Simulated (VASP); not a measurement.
Input of a VASP 6.6.1 run:

File INCAR:

```
ALGO     = Normal         # electronic algorithm
EDIFF    = 1E-6           # SCF threshold, eV
ENCUT    = 520            # plane-wave cutoff, eV
GGA      = PS             # functional
ISIF     = 2              # what is computed and relaxed
ISMEAR   = -1             # smearing method
LASPH    = True           # aspherical terms in the spheres
LCHARG   = True           # write CHGCAR
LELF     = True           # ELF
LREAL    = False          # projectors in reciprocal space
LVHAR    = True         
LWAVE    = False          # write WAVECAR
NBANDS   = 46             # bands
NELM     = 60             # most SCF steps
PREC     = Accurate       # precision mode
SIGMA    = 0.1            # smearing width, eV
```

KPOINTS

```
k-points
0
Gamma
  5 5 5
```

The input POSCAR:

```
LiPbO3
1.0
    5.3911759661      0.0000002804      0.0000001816
   -2.6955882259      4.6688952027     -0.0000000908
   -2.6955882228      1.5562983074      4.7125014014
Pb O Li
2 6 2
Direct
    0.0046050402      0.9953949598      0.0138151206
    0.5046050402      0.4953949598      0.5138151206
    0.0861682556      0.3045677415      0.1992506433
    0.6954322585      0.5823498708      0.1992506433
    0.4176501292      0.9138317444      0.1992506433
    0.1954322585      0.4138317444      0.6992506433
    0.9176501292      0.8045677415      0.6992506433
    0.5861682556      0.0823498708      0.6992506433
    0.2897443165      0.7102556835      0.8692329494
    0.7897443165      0.2102556835      0.3692329494
```

Potentials or basis: VASP PAW PBE potentials, release 64 (Pb_d, O, Li_sv).

Run with:

```console
$ cat potpaw_PBE.64/Pb_d/POTCAR potpaw_PBE.64/O/POTCAR potpaw_PBE.64/Li_sv/POTCAR > POTCAR
$ mpirun -np 1 vasp_std > vasp.out
```

**Question.** Estimate the largest force.

**Answer.** 0.016 eV/Å.

**Question.** What does it give for the band gap on the k mesh?

**Answer.** Zero (band 35 reaches 2.88 eV, above the bottom of band 36 at 2.73 eV).

Forces on the atoms (eV/Å):
```
Pb   0.000  0.000  0.003
Pb   0.000  0.000  0.003
O   -0.011  0.010 -0.005
O   -0.003 -0.015 -0.005
O    0.014  0.005 -0.005
O   -0.014  0.005 -0.005
O    0.011  0.010 -0.005
O    0.003 -0.015 -0.005
Li   0.000  0.000  0.012
Li   0.000  0.000  0.012
```

Caveat: the PAW data sets were made with another functional, which shifts forces and pressure a little; spin-orbit coupling is left out, which moves the levels of the heavy elements.
